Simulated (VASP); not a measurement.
The system is Pt.

```
Pt
1.0
     0.00000    1.94598    1.94598
     1.94598    0.00000    1.94598
     1.94598    1.94598    0.00000
Pt
1
Direct
  0.00000 0.00000 0.00000
```

| Quantity | Value |
| --- | --- |
| Program | VASP 6.6.1 |
| Task | relaxation of cell and atoms |
| Functional | PBEsol |
| Potentials or basis | VASP PAW PBE potentials, release 64 (Pt) |
| Cutoff | 600 eV |
| k mesh | 18 × 18 × 18 |
| Occupations | gaussian, width 0.1 eV |
| Spin | no spin polarisation |

At the start: pressure 5.8 GPa; volume 14.74 Å³/atom.

**Question.** Where does the relaxation end?

**Answer.** Over 4 steps the energy falls by 4.9 meV/atom and the volume is 15.02 Å³/atom (+1.9 %); space group Fm-3m (No. 225, to 0.05 Å).

The path:
```
step  energy change (eV)  largest force (eV/Å)  pressure (GPa)  volume (Å³)
   1              0.0000                0.0000            5.76        14.74
   2              0.0362                0.0000          -14.12        15.90
   3             -0.0049                0.0000           -0.12        15.03
   4             -0.0049                0.0000           -0.01        15.02
```

Final structure:
```xyz
1
Lattice="0.0000 1.9583 1.9583 1.9583 0.0000 1.9583 1.9583 1.9583 0.0000" Properties=species:S:1:pos:R:3 pbc="T T T"
Pt    0.0000    0.0000    0.0000
```

Caveat: the PAW data sets were made with another functional, which shifts forces and pressure a little.
